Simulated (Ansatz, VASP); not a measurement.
# BiTe in VASP and in Ansatz

```
Bi Te
1.0
     0.00000    3.25373    3.25373
     3.25373    0.00000    3.25373
     3.25373    3.25373    0.00000
Bi Te
1 1
Direct
  0.00000 0.00000 0.00000
  0.50000 0.50000 0.50000
```

Alike in both runs: functional PBE; k mesh 9 × 9 × 9; occupations fermi-dirac, width 0.1 eV; no spin polarisation.

Ansatz relaxed the structure, and its values are those at the end. VASP's run is a single point on that final structure, the one shown.

|  | VASP | Ansatz |
| --- | --- | --- |
| version | VASP 6.6.1 | Ansatz 0.2.0 |
| potentials or method | VASP PAW PBE potentials, release 64 (Bi_d, Te), cutoff 520 eV | PAW plane waves |
| valence electrons in the cell | 21 | 31 |

VASP gave:

- gap on the k mesh at the Fermi level (eV): none
- pressure (GPa): -0.1

Q: What did Ansatz give for the same quantities?

A: gap on the k mesh at the Fermi level (eV): none; pressure (GPa): 0.0.

A gap of «none» marks a metal or a gap that the smearing closes. VASP's potentials hold 21 valence electrons a cell and Ansatz's 31, so a difference there can come from the potentials and not from the codes.

Neither program's run includes spin-orbit coupling.
